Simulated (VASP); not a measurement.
Wanted: the native input for a VASP 6.6.1 run.

| Item | Value |
| --- | --- |
| Task | relaxation of cell and atoms |
| Functional | PBE |
| Potentials or basis | VASP PAW PBE potentials, release 64 (Al, W_sv) |
| Cutoff | 500 eV |
| k mesh | 4 × 4 × 4 |
| Occupations | gaussian, width 0.1 eV |
| Spin | no spin polarisation |
| Dipole correction | no |
| Further INCAR settings | ALGO = Normal; EDIFF = 1e-07; IBRION = 2; EDIFFG = -0.04; NSW = 90; ISIF = 3 |

The structure of Al3W lies in POSCAR:

```
Al3W
1.0
    0.0000000000      3.2855538400      3.2855538400
    3.2855538400      0.0000000000      3.2855538400
    3.2855538400      3.2855538400      0.0000000000
Al W
3 1
Direct
    0.5000000000      0.5000000000      0.5000000000
    0.2500000000      0.2500000000      0.2500000000
    0.7500000000      0.7500000000      0.7500000000
    0.0000000000      0.0000000000      0.0000000000
```

The cell was built from a structure type or drawn by symmetry, and may not be a known phase.

One way to write it, as run:

INCAR

```
ALGO = Normal
EDIFF = 1E-7
EDIFFG = -0.04
ENCUT = 500
GGA = PE
GGA_COMPAT = F
IBRION = 2
ISIF = 3
ISMEAR = 0
LASPH = T
LCHARG = F
LREAL = F
LWAVE = F
NELM = 120
NELMIN = 4
NSW = 90
PREC = Accurate
SIGMA = 0.1
```

KPOINTS

```
k-points
0
Gamma
  4 4 4
```

Potentials or basis: VASP PAW PBE potentials, release 64 (Al, W_sv).

Launch:

```console
$ cat potpaw_PBE.64/Al/POTCAR potpaw_PBE.64/W_sv/POTCAR > POTCAR
$ mpirun -np 1 vasp_std > vasp.out
```

It gave:

```json
{
 "Relaxed volume": "15.49 Å³/atom",
 "Relaxed cell": "a = 4.441 Å, b = 4.441 Å, c = 4.441 Å, α = 60.00°, β = 60.00°, γ = 60.00°",
 "Space group after relaxing (to 0.1 Å)": "Fm-3m (No. 225)",
 "Energy gained by relaxing": "108.1 meV/atom",
 "Ionic steps": "3",
 "Pressure after relaxing": "-0.1 GPa",
 "Band gap on the k mesh": "zero (an odd number of electrons rules out a gap without spin polarisation)"
}
```

Caveat: the k points lie up to 0.43 Å⁻¹ apart in the final cell, too coarse for converged energies and pressures of a metal; spin-orbit coupling is left out, which moves the levels of the heavy elements.

Wall time 32 s on 1 thread of Intel(R) Xeon(R) Platinum 8259CL CPU @ 2.50GHz (Skylake/Cascade Lake) (shared host), peak memory 0.21 GiB.
